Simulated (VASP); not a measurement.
Wanted: the native input for a VASP 6.6.1 run.

```
Task                   : single point
Functional             : PBEsol
Potentials or basis    : VASP PAW PBE potentials, release 64 (Ta_pv, C)
Cutoff                 : 520 eV
k mesh                 : 14 × 14 × 4
Occupations            : gaussian, width 0.15 eV
Spin                   : no spin polarisation
Dipole correction      : no
Further INCAR settings : ALGO = Normal; EDIFF = 1e-06; NBANDS = 37
```

The structure of Ta4C3 lies in POSCAR:

```
Ta4C3
1.0
   -3.1032734570      0.0000000000      0.0000000000
   -1.5516367285     -2.6875136487      0.0000000000
    0.6206546914      0.8958378829     10.1645109918
Ta C
4 3
Direct
    0.3165622206      0.3733722062      0.1893666186
    0.3416711600      0.6244616004      0.9426348013
    0.0001868096      0.2096180962      0.6981042887
    0.6586647438      0.7943974378      0.4524423133
    0.3294843505      0.5025935053      0.5770305159
    0.9788267075      0.9960170753      0.0573012258
   -0.0123209911      0.0845400888      0.3228702664
```

One way to write it, as run:

INCAR

```
SYSTEM = Ta4C3
ALGO = Normal
EDIFF = 1E-6
ENCUT = 520
GGA = PS
ISIF = 2
ISMEAR = 0
LASPH = .TRUE.
LCHARG = .TRUE.
LELF = .TRUE.
LREAL = .FALSE.
LVHAR = .TRUE.
LWAVE = .FALSE.
NBANDS = 37
NELM = 100
PREC = Accurate
SIGMA = 0.15
```

KPOINTS

```
k-points
0
G
  14 14 4
  0 0 0
```

Potentials or basis: VASP PAW PBE potentials, release 64 (Ta_pv, C).

Launch:

```bash
$ cat potpaw_PBE.64/Ta_pv/POTCAR potpaw_PBE.64/C/POTCAR > POTCAR
$ mpirun -np 1 vasp_std > vasp.out
```

It gave:

The pressure is 21.6 GPa and the largest force is 20.739 eV/Å. The band gap on the k mesh is zero (bands 28 and 29 overlap by 0.60 eV).

Caveat: the cell stands under pressure; the PAW data sets were made with another functional, which shifts forces and pressure a little; spin-orbit coupling is left out, which moves the levels of the heavy elements.

It took 8.6 min on 1 thread of Intel(R) Xeon(R) 6975P-C (Granite Rapids) (shared host), peak memory 0.92 GiB.
